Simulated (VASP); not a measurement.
Write the native input for VASP 6.6.1 that does the following.

```yaml
Task: single point
Functional: LDA
Potentials_or_basis: VASP PAW LDA potentials, release 64 (Ag, I)
Cutoff: 500 eV
k_mesh: 6 × 6 × 4
Occupations: gaussian, width 0.01 eV
Spin: no spin polarisation
Dipole_correction: no
Further_INCAR_settings: ALGO = Normal; EDIFF = 1e-06; NBANDS = 26
```

The structure of AgI lies in POSCAR:

```
AgI
1.0
    4.6512919221      0.0000000000      0.0000000000
   -2.3256459611      4.0281369650      0.0000000000
    0.0000000000      0.0000000000      7.5978539869
Ag I
2 2
Direct
    0.3333333333      0.6666666667      0.0024013965
    0.6666666667      0.3333333333      0.5024013965
    0.3333333333      0.6666666667      0.3774986035
    0.6666666667      0.3333333333      0.8774986035
```

One way to write it, as run:

INCAR

```
PREC = Accurate ; ENCUT = 500
EDIFF = 1E-6 ; ISMEAR = 0
SIGMA = 0.01 ; LREAL = False
LASPH = True ; NELM = 120
ALGO = Normal ; ISIF = 2
LWAVE = False ; LCHARG = False
NBANDS = 26 ; GGA_COMPAT = False
```

KPOINTS

```
Automatic mesh
0
Gamma
  6 6 4
```

Potentials or basis: VASP PAW LDA potentials, release 64 (Ag, I).

Command:

```sh
$ cat potpaw_LDA.64/Ag/POTCAR potpaw_LDA.64/I/POTCAR > POTCAR
$ mpirun -np 1 vasp_std > vasp.out
```

Results of the run:

```json
{
 "Pressure": "-3.3 GPa",
 "Largest force": "0.006 eV/Å",
 "Band gap on the k mesh": "1.12 eV"
}
```

Caveat: the cell stands under tension; spin-orbit coupling is left out, which moves the levels of the heavy elements.

Run time: 89 s on 1 thread of Intel(R) Xeon(R) Platinum 8375C CPU @ 2.90GHz (Ice Lake), with other jobs on the host, peak memory 0.24 GiB.
